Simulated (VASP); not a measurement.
## GaN: single point with LDA

GaN:

```xyz
2
Lattice="0.0000 2.3121 2.3121 2.3121 0.0000 2.3121 2.3121 2.3121 0.0000" Properties=species:S:1:pos:R:3 pbc="T T T"
Ga    0.0000    0.0000    0.0000
N     3.4681    3.4681    3.4681
```

```json
{
  "Program": "VASP 6.6.1",
  "Task": "single point",
  "Functional": "LDA",
  "Potentials or basis": "VASP PAW LDA potentials, release 64 (Ga_d, N)",
  "Cutoff": "520 eV",
  "k mesh": "8 × 8 × 8",
  "Occupations": "gaussian, width 0.01 eV",
  "Spin": "no spin polarisation",
  "Dipole correction": "no",
  "Further INCAR settings": "ALGO = Normal; EDIFF = 1e-06; NBANDS = 16"
}
```

```
Pressure               : -16.9 GPa
Band gap on the k mesh : 1.25 eV, direct
```

Levels at points of the mesh, in eV from the valence-band top:
```csv
k point,band 5,band 6,band 7,band 8,band 9,band 10,band 11,band 12,band 13,band 14
"(0.00, 0.00, 0.00)",-13.26,-13.26,0.00,0.00,0.00,1.25,9.64,9.64,9.64,16.29
"(0.50, 0.00, 0.00)",-13.22,-11.84,-6.64,-0.89,-0.89,4.02,8.21,9.80,9.80,14.77
"(0.50, 0.50, 0.00)",-13.20,-11.35,-5.90,-2.47,-2.47,3.22,6.03,10.99,12.96,12.96
```

Run time: 4.2 s on 1 thread of Intel(R) Xeon(R) 6975P-C (Granite Rapids) (shared host), peak memory 0.12 GiB.

Expect the measured gap to be larger: semilocal functionals such as LDA lack the derivative discontinuity.
